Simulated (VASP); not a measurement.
Write the native input for VASP 6.6.1 that does the following.

- Task: single point
- Functional: PBE
- Potentials or basis: VASP PAW PBE potentials, release 64 (Li_sv, O)
- Cutoff: 520 eV
- k mesh: 10 × 10 × 10
- Occupations: fermi-dirac, width 0.0612256 eV
- Spin: no spin polarisation
- Dipole correction: no
- Further INCAR settings: ALGO = Normal; EDIFF = 1e-07; NBANDS = 18

The structure of LiO3 (ReO3 type) lies in POSCAR:

```
LiO3
1.0
    3.5363096498      0.0000000000      0.0000000000
    0.0000000000      3.5363096498      0.0000000000
    0.0000000000      0.0000000000      3.5363096498
Li O
1 3
Direct
    0.0000000000      0.0000000000      0.0000000000
    0.5000000000      0.0000000000      0.0000000000
    0.0000000000      0.5000000000      0.0000000000
    0.0000000000      0.0000000000      0.5000000000
```

One way to write it, as run:

INCAR

```
ALGO = Normal
EDIFF = 1E-7
ENCUT = 520
GGA = PE
ISIF = 2
ISMEAR = -1
LASPH = T
LCHARG = F
LREAL = F
LWAVE = F
NBANDS = 18
NELM = 100
PREC = Accurate
SIGMA = 0.06122561905347299
```

KPOINTS

```
k-points
0
Gamma
  10 10 10
```

Potentials or basis: VASP PAW PBE potentials, release 64 (Li_sv, O).

Launch:

```sh
$ cat potpaw_PBE.64/Li_sv/POTCAR potpaw_PBE.64/O/POTCAR > POTCAR
$ mpirun -np 1 vasp_std > vasp.out
```

Results of the run:

| Item | Value |
| --- | --- |
| Band gap on the k mesh | zero (an odd number of electrons rules out a gap without spin polarisation) |

Caveat: an odd number of electrons without spin polarisation forces a metal; a magnetic or distorted state may lie lower.

Wall time 62 s on 1 thread of Intel Xeon 8259CL, with other jobs on the host, peak memory 0.17 GiB.
